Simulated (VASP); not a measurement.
# Cd (Fm-3m) in VASP: single point with PBE

Aim: the single point of Cd with PBE.

Everything below comes from runs of VASP 6.6.1. Logs are shortened: lines on timing, memory, paths and dates and some standing lists are left out, and cuts for length are marked.

## 1. The cell of the first run

The structure is cubic, space group Fm-3m (No. 225). Conventional cell: a = 4.508 Å, b = 4.508 Å, c = 4.508 Å, α = 90.00°, β = 90.00°, γ = 90.00°. Cd (site symmetry m-3m) has 12 Cd at 3.19 Å within 4.2 Å.

## 2. Single point, PBE

Contents of INCAR:

```
SYSTEM = Cd
PREC = Accurate
ENCUT = 520
EDIFF = 1E-7
ISMEAR = -1
SIGMA = 0.13605693000000002
LREAL = .False.
LASPH = .True.
NELM = 100
ALGO = Normal
ISIF = 2
LWAVE = .False.
LCHARG = .False.
GGA = PE
NBANDS = 12
```

Contents of KPOINTS:

```
Automatic mesh
0
Gamma
  13 13 13
  0 0 0
```

Contents of POSCAR:

```
Cd
1.0
    0.0000000000      2.2541651244      2.2541651244
    2.2541651244      0.0000000000      2.2541651244
    2.2541651244      2.2541651244      0.0000000000
Cd
1
Direct
    0.0000000000      0.0000000000      0.0000000000
```

Potentials or basis: VASP PAW PBE potentials, release 64 (Cd).

The run is started by

```console
> cat potpaw_PBE.64/Cd/POTCAR > POTCAR
> mpirun -np 1 vasp_std > vasp.out
```

OUTCAR:

```text
SYSTEM = Cd
   PREC = Accurate
   ENCUT = 520
   EDIFF = 1E-7
   ISMEAR = -1
   LREAL = .False.
   LASPH = .True.
   NELM = 100
   ISIF = 2
   GGA = PE

 ion  position               nearest neighbor table
   1  0.000  0.000  0.000-

  LATTYP: Found a face centered cubic cell.
 ALAT       =     4.5083302488

  Lattice vectors:

 A1 = (   0.0000000000,   2.2541651244,   2.2541651244)
 A2 = (   2.2541651244,   0.0000000000,   2.2541651244)
 A3 = (   2.2541651244,   2.2541651244,   0.0000000000)

Analysis of symmetry for initial positions (statically):
=====================================================================
 Subroutine PRICEL returns:
 Original cell was already a primitive cell.

 Routine SETGRP: Setting up the symmetry group for a
 face centered cubic supercell.

 Subroutine GETGRP returns: Found 48 space group operations
 (whereof 48 operations were pure point group operations)
 out of a pool of 48 trial point group operations.

The static configuration has the point symmetry O_h .

Analysis of symmetry for dynamics (positions and initial velocities):
=====================================================================
 Subroutine PRICEL returns:
 Original cell was already a primitive cell.

 Routine SETGRP: Setting up the symmetry group for a
 face centered cubic supercell.

 Subroutine GETGRP returns: Found 48 space group operations
 (whereof 48 operations were pure point group operations)
 out of a pool of 48 trial point group operations.

The dynamic configuration has the point symmetry O_h .

 Subroutine INISYM returns: Found 48 space group operations
 (whereof 48 operations are pure point group operations),
 and found     1 'primitive' translations

----------------------------------------------------------------------------------------

                                     Primitive cell

  volume of cell :      22.9080

  direct lattice vectors                    reciprocal lattice vectors
     0.000000000  2.254165124  2.254165124    -0.221811612  0.221811612  0.221811612
     2.254165124  0.000000000  2.254165124     0.221811612 -0.221811612  0.221811612
     2.254165124  2.254165124  0.000000000     0.221811612  0.221811612 -0.221811612

  length of vectors
     3.187870891  3.187870891  3.187870891     0.384188982  0.384188982  0.384188982

  position of ions in fractional coordinates (direct lattice)
     0.000000000  0.000000000  0.000000000

  ion indices of the primitive-cell ions
   primitive index   ion index
                 1           1
[... 73 lines left out ...]
   LREAL  =      F    real-space projection
   EDIFFG = 0.1E-05   stopping-criterion for IOM
   NSW    =      0    number of steps for IOM
   IBRION =     -1    ionic relax: 0-MD 1-quasi-New 2-CG
   NFREE  =      0    steps in history (QN), initial steepest desc. (CG)
   ISIF   =      2    stress and relaxation
   ISYM   =      2    0-nonsym 1-usesym 2-fastsym
   POTIM  = 0.5000    time-step for ionic-motion
   TEBEG  =    0.0;   TEEND  =   0.0 temperature during run
   PSTRESS=    0.0 pullay stress
   NELECT =      12.0000    total number of electrons
   NUPDOWN=      -1.0000    fix difference up-down
   EMIN   =  10.00;   EMAX   =-10.00  energy-range for DOS
   EFERMI =   0.00;   METHOD = LEGACY
   ISMEAR =    -1;   SIGMA  =   0.14  broadening in eV -4-tet -1-fermi 0-gaus
   EFERMI_NEDOS =   21; number of points for ismear=-14 and -15
   IALGO  =     38    algorithm
   IMIX   =      4    mixing-type and parameters
     AMIX     =   0.40;   BMIX     =  1.00
     AMIX_MAG =   1.60;   BMIX_MAG =  1.00
  volume/ion in A,a.u.               =      22.91       154.59
  Fermi-wavevector in a.u.,A,eV,Ry     =   1.319693  2.493858 23.695759  1.741589
  Thomas-Fermi vector in A             =   2.449573
   LORBIT       =      0    0 simple, 1 ext, 2 COOP (PROOUT), +10 PAW based schemes
   GGA     = PE    functional components
   LHFCALC =     F    Hartree Fock is set to
   AEXX    =    0.0000 exact exchange contribution
   IVDW    =     0    specifies the selected vdW correction
   LEPSILON=     F    determine dielectric tensor
   LRPA    =     F    only Hartree local field effects (RPA)
 non-spin polarized calculation
  energy-cutoff  :      520.00
  volume of cell :       22.91
 maximum number of plane-waves:       628
   NGX = 11   NGY = 11   NGZ = 11

 number of electron      11.9999992 magnetization

 Free energy of the ion-electron system (eV)
  ---------------------------------------------------
  ext. energy  EPLUGINS =         0.00000000
  ---------------------------------------------------
  free energy    TOTEN  =        -0.75054680 eV

  energy without entropy =       -0.72780596  energy(sigma->0) =       -0.73917638

 E-fermi :   2.4934     XC(G=0): -10.7331

 val. band max:        2.4763496990   @ k =  -0.3077   0.3846   0.0769
 cond. band min:       2.5425262717   @ k =  -0.3846   0.4615   0.0769
 fundamental gap:      0.0661765727
 Fermi energy:         2.4934244876

 k-point     1 :       0.0000    0.0000    0.0000
  band No.  band energies     occupation
      1      -6.5166      2.00000
      2      -6.5166      2.00000
      3      -6.5166      2.00000
      4      -6.1091      2.00000
      5      -6.1091      2.00000
      6      -5.9392      2.00000
      7      16.2185      0.00000
      8      16.9692      0.00000
      9      16.9692      0.00000
     10      16.9692      0.00000
     11      20.2684      0.00000
     12      20.2684      0.00000
[... 331 lines left out ...]
 k-point    24 :       0.4615    0.1538    0.0000
  band No.  band energies     occupation
      1      -6.8217      2.00000
      2      -6.5327      2.00000
      3      -6.3445      2.00000
      4      -6.0815      2.00000
      5      -5.7639      2.00000
      6      -0.8569      2.00000
      7       3.7469      0.00020
      8      11.6449      0.00000
      9      12.4603      0.00000
     10      14.3538      0.00000
     11      21.3129      0.00000
     12      21.3289      0.00000

 [... further k-points ...]
[... 5 lines left out ...]
  --------------------------------------------------------------------------------------
  -------------------------------------------------------------------------------------
  Total        0.0216575      0.0216575      0.0216575      0.0000000      0.0000000     -0.0000000
  in kB        1.5147194      1.5147194      1.5147194      0.0000000      0.0000000     -0.0000000
  external PRESSURE =       1.5147194 kB  Pullay stress =       0.0000000 kB

 VOLUME and BASIS-vectors are now :
 -----------------------------------------------------------------------------
  energy-cutoff  :      520.00
  volume of cell :       22.91
      direct lattice vectors                 reciprocal lattice vectors
     0.000000000  2.254165124  2.254165124    -0.221811612  0.221811612  0.221811612
     2.254165124  0.000000000  2.254165124     0.221811612 -0.221811612  0.221811612
     2.254165124  2.254165124  0.000000000     0.221811612  0.221811612 -0.221811612

 POSITION                                       TOTAL-FORCE (eV/Angst)
 -----------------------------------------------------------------------------------
      0.00000      0.00000      0.00000        -0.000000     -0.000000      0.000000
 -----------------------------------------------------------------------------------
    total drift:                                0.000000      0.000000     -0.000000

  FREE ENERGIE OF THE ION-ELECTRON SYSTEM (eV)
  ---------------------------------------------------
  free  energy   TOTEN  =        -0.7505468029 eV

  energy  without entropy=       -0.7278059562  energy(sigma->0) =       -0.73917638
```

Wall time 8.1 s (1 thread of Intel Xeon 6975P-C (Granite Rapids), shared host); peak memory 0.15 GiB.

Results:

| Item | Value |
| --- | --- |
| Free energy | -0.7505 eV |
| Pressure | 0.2 GPa |
| Band gap on the k mesh | zero (band 6 reaches 3.59 eV, above the bottom of band 7 at 1.33 eV) |
